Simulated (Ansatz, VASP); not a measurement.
## W in VASP and in Ansatz

```xyz
1
Lattice="-1.6173 1.5773 1.5973 1.6173 -1.5773 1.5973 1.6173 1.5773 -1.5973" Properties=species:S:1:pos:R:3 pbc="T T T"
W     0.0000    0.0000    0.0000
```

Change from the starting cell: strain +0.0125 x Voigt [1, -1, 0, 0, 0, 0], atoms carried along.

Alike in both runs: task single point; functional PBEsol; k mesh 20 × 20 × 20; occupations gaussian, width 0.15 eV; no spin polarisation.

|  | VASP | Ansatz |
| --- | --- | --- |
| version | VASP 6.6.1 | Ansatz 0.2.0 |
| potentials or method | VASP PAW PBE potentials, release 64 (W_sv), cutoff 520 eV | scalar-relativistic, plane waves, PAW |
| valence electrons in the cell | 14 | 14 |

Ansatz gave:

* gap on the k mesh at the Fermi level (eV): none
* pressure (GPa): -11.3
* traceless stress, the component that is largest in VASP (GPa): 4.16

Problem. What did VASP give for the same quantities?

Solution. gap on the k mesh at the Fermi level (eV): none; pressure (GPa): -10.9; traceless stress, the component that is largest in VASP (GPa): 4.16.

VASP's potentials were made for PBE, not for PBEsol. A gap of «none» marks a metal or a gap that the smearing closes.

Neither program's run includes spin-orbit coupling.
